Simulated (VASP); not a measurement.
Wanted: the native input for a VASP 6.6.1 run.

```yaml
Task: single point
Functional: PBE
Potentials_or_basis: VASP PAW PBE potentials, release 64 (Ba_sv, S)
Cutoff: 520 eV
k_mesh: 10 × 10 × 10
Occupations: fermi-dirac, width 0.05 eV
Spin: no spin polarisation
Dipole_correction: no
Further_INCAR_settings: ALGO = Normal; EDIFF = 1e-06; NBANDS = 15
```

The structure of BaS lies in POSCAR:

```
BaS
1.0
    0.0000000000      3.1937500000      3.1937500000
    3.1937500000      0.0000000000      3.1937500000
    3.1937500000      3.1937500000      0.0000000000
Ba S
1 1
Direct
    0.0000000000      0.0000000000      0.0000000000
    0.5000000000      0.5000000000      0.5000000000
```

These files were run (other wordings do the same):

INCAR

```
ALGO = Normal
EDIFF = 1E-6
ENCUT = 520
GGA = PE
ISIF = 2
ISMEAR = -1
LASPH = True
LCHARG = False
LREAL = False
LWAVE = False
NBANDS = 15
NELM = 80
PREC = Accurate
SIGMA = 0.05
```

KPOINTS

```
k-points
0
Gamma
  10 10 10
```

Potentials or basis: VASP PAW PBE potentials, release 64 (Ba_sv, S).

Launch:

```bash
$ cat potpaw_PBE.64/Ba_sv/POTCAR potpaw_PBE.64/S/POTCAR > POTCAR
$ mpirun -np 1 vasp_std > vasp.out
```

Results of the run:

The pressure is 1.4 GPa. The band gap on the k mesh is 2.11 eV, indirect (least direct gap 2.24 eV).

Caveat: spin-orbit coupling is left out, which moves the levels of the heavy elements.

Run time: 95 s on 1 thread of AMD EPYC 7R13 Processor (Zen 3), with other jobs on the host, peak memory 0.19 GiB.
